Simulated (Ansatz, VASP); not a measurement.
# SnO2 in VASP and in Ansatz

```
CELL_PARAMETERS angstrom
0.00000 2.45746 2.45746
2.45746 0.00000 2.45746
2.45746 2.45746 0.00000
ATOMIC_POSITIONS crystal
Sn 0.00000 0.00000 0.00000
O 0.25000 0.25000 0.25000
O 0.75000 0.75000 0.75000
```

Change from the starting cell: hydrostatic strain -3.0%.

Alike in both runs: task single point; functional HSE06; k mesh 6 × 6 × 6; no spin polarisation.

|  | VASP | Ansatz |
| --- | --- | --- |
| version | VASP 6.6.1 | Ansatz 0.2.0 |
| potentials or method | VASP PAW PBE potentials, release 64 (Sn_d, O) | plane waves, PAW |
| plane-wave cutoff (eV) | 520 | 420 |
| occupations | gaussian, width 0.01 eV | fixed |
| valence electrons in the cell | 26 | 26 |

|  | VASP | Ansatz | Ansatz less VASP |
| --- | --- | --- | --- |
| gap on the k mesh at the Fermi level (eV) | 2.80 | 2.81 | +0.011 |
| pressure (GPa) | 24.1 | 22.9 | -1.22 |

Ansatz's warnings: stress exchange threshold loose, stress scf threshold loose.
